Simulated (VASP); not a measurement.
KCl, 2 atoms in the cell. Symmetry: I4/mmm, No. 139, tetragonal system. The conventional cell has a = 4.447 Å, b = 4.447 Å, c = 6.478 Å, α = 90.00°, β = 90.00°, γ = 90.00°. Within 4.1 Å of K (site symmetry 4/mmm) lie 6 Cl at 3.14 to 3.24 Å. Within 4.1 Å of Cl (site symmetry 4/mmm) lie 6 K at 3.14 to 3.24 Å.  This cell differs from its parent crystal: uniaxial x strain +3.0%.

- Program: VASP 6.6.1
- Task: single point
- Functional: PBE
- Potentials or basis: VASP PAW PBE potentials, release 64 (K_sv, Cl)
- Cutoff: 520 eV
- k mesh: 4 × 4 × 4
- Occupations: gaussian, width 0.01 eV
- Spin: no spin polarisation
- Dipole correction: no
- Further INCAR settings: ALGO = Normal; EDIFF = 1e-06; NBANDS = 15

Potentials or basis: VASP PAW PBE potentials, release 64 (K_sv, Cl).

The run is started by

```bash
$ cat potpaw_PBE.64/K_sv/POTCAR potpaw_PBE.64/Cl/POTCAR > POTCAR
$ mpirun -np 1 vasp_std > vasp.out
```

Hardware: 1 thread of Intel(R) Xeon(R) 6975P-C (Granite Rapids), with other jobs on the host.

**Question.** How long does it take, and how much memory?

**Answer.** It took 9.8 s on 1 thread of Intel(R) Xeon(R) 6975P-C (Granite Rapids) (shared host), peak memory 0.2 GiB. Counts: scf iterations 13, k points 13.
